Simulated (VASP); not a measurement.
## C: single point with PBE+D3(BJ)

The system is C.

```
C
1.0
     2.45192    0.00000    0.00000
    -1.22596    2.12343    0.00000
     0.00000    0.00000    7.01740
C
4
Direct
  0.00000 0.00000 0.00250
  0.00000 0.00000 0.50250
  0.33333 0.66667 0.00250
  0.66667 0.33333 0.50250
```

| Quantity | Value |
| --- | --- |
| Program | VASP 6.6.1 |
| Task | single point |
| Functional | PBE |
| Dispersion | D3(BJ) |
| Potentials or basis | VASP PAW PBE potentials, release 64 (C) |
| Cutoff | 520 eV |
| k mesh | 21 × 21 × 8 |
| Occupations | gaussian, width 0.15 eV |
| Spin | no spin polarisation |
| Dipole correction | no |
| Further INCAR settings | ALGO = Normal; EDIFF = 1e-06; NBANDS = 16 |

```
Pressure                   : 4.7 GPa
Band gap on the k mesh     : zero (bands 8 and 9 overlap by 0.02 eV)
Dispersion energy per atom : -0.148 eV
```

Stress tensor (GPa, compression positive):
```
 7.62  0.00  0.00
 0.00  7.62  0.00
 0.00  0.00 -1.17
```

Levels at points of the mesh, in eV from the Fermi level:
```tsv
k point	band 4	band 5	band 6	band 7	band 8	band 9	band 10	band 11	band 12	band 13
(0.00, 0.00, 0.00)	-6.90	-3.02	-3.02	-3.01	-3.01	3.89	8.43	8.43	8.46	8.46
(0.00, 0.00, 0.50)	-7.74	-3.01	-3.01	-3.01	-3.01	6.19	6.19	8.44	8.44	8.44
```

Wall time 2.4 min on 1 thread of Intel Xeon 8259CL, on a shared host, peak memory 0.23 GiB.

Caveat: the stress differs along the axes, from -1 to 8 GPa.
